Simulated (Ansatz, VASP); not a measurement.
# Two plane-wave programs on Ag

```
CELL_PARAMETERS angstrom
0.00000 2.00090 2.00090
2.00090 0.00000 2.00090
2.00090 2.00090 0.00000
ATOMIC_POSITIONS crystal
Ag 0.00000 0.00000 0.00000
```

Alike in both runs: functional LDA; k mesh 18 × 18 × 18; occupations fermi-dirac, width 0.05 eV; no spin polarisation.

Ansatz relaxed the structure, and its values are those at the end. VASP's run is a single point on that final structure, the one shown.

|  | VASP | Ansatz |
| --- | --- | --- |
| version | VASP 6.6.1 | Ansatz 0.2.0 |
| potentials or method | VASP PAW LDA potentials, release 64 (Ag) | PAW with Ansatz's default frozen-core files, scalar-relativistic |
| plane-wave cutoff (eV) | 520 | 420 |
| valence electrons in the cell | 11 | 19 |

Ansatz gave:

- pressure (GPa): 0.0

Q: Estimate VASP's values.

A: Pressure (GPa): 0.1.

LDA's correlation is that of Perdew and Zunger in VASP and of Perdew and Wang (1992) in Ansatz. VASP's potentials hold 11 valence electrons a cell and Ansatz's 19, so a difference there can come from the potentials and not from the codes.
